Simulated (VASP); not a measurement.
Here is a VASP 6.6.1 calculation.

The input POSCAR:

```
TePb
1.0
    0.0000000000      3.3331935858      3.3331935858
    3.3331935858      0.0000000000      3.3331935858
    3.3331935858      3.3331935858      0.0000000000
Pb Te
1 1
Direct
    0.0000000000      0.0000000000      0.0000000000
    0.5000000000      0.5000000000      0.5000000000
```

INCAR.step1

```
PREC = Accurate
ENCUT = 520
ISMEAR = 0
SIGMA = 0.01
LREAL = F
LASPH = T
NELM = 100
NBANDS = 17
GGA = PE
ALGO = Normal
EDIFF = 1E-4
LWAVE = T
LCHARG = F
```

Contents of INCAR.step2:

```
PREC = Accurate
ENCUT = 520
EDIFF = 1E-6
ISMEAR = 0
SIGMA = 0.01
LREAL = F
LASPH = T
NELM = 100
ALGO = Normal
ISIF = 2
LWAVE = F
LCHARG = T
METAGGA = R2SCAN
LMIXTAU = T
LELF = T
LVHAR = T
NBANDS = 17
ISTART = 1
```

The input KPOINTS:

```
regular mesh
0
Gamma
  8 8 8
```

Potentials or basis: VASP PAW PBE potentials, release 64 (Pb_d, Te).

Command:

```console
$ cat potpaw_PBE.64/Pb_d/POTCAR potpaw_PBE.64/Te/POTCAR > POTCAR
$ cp INCAR.step1 INCAR
$ mpirun -np 1 vasp_std > vasp.out
$ cp INCAR.step2 INCAR
$ mpirun -np 1 vasp_std > vasp.out
```

(1) What does it give for the pressure?

(2) What does it give for the band gap on the k mesh?

Results:

(1) -2.2 GPa.

(2) 1.20 eV.

Caveat: the cell differs from its parent crystal (strain +2.0%); the PAW data sets were made with another functional, which shifts forces and pressure a little; spin-orbit coupling is left out, which moves the levels of the heavy elements.
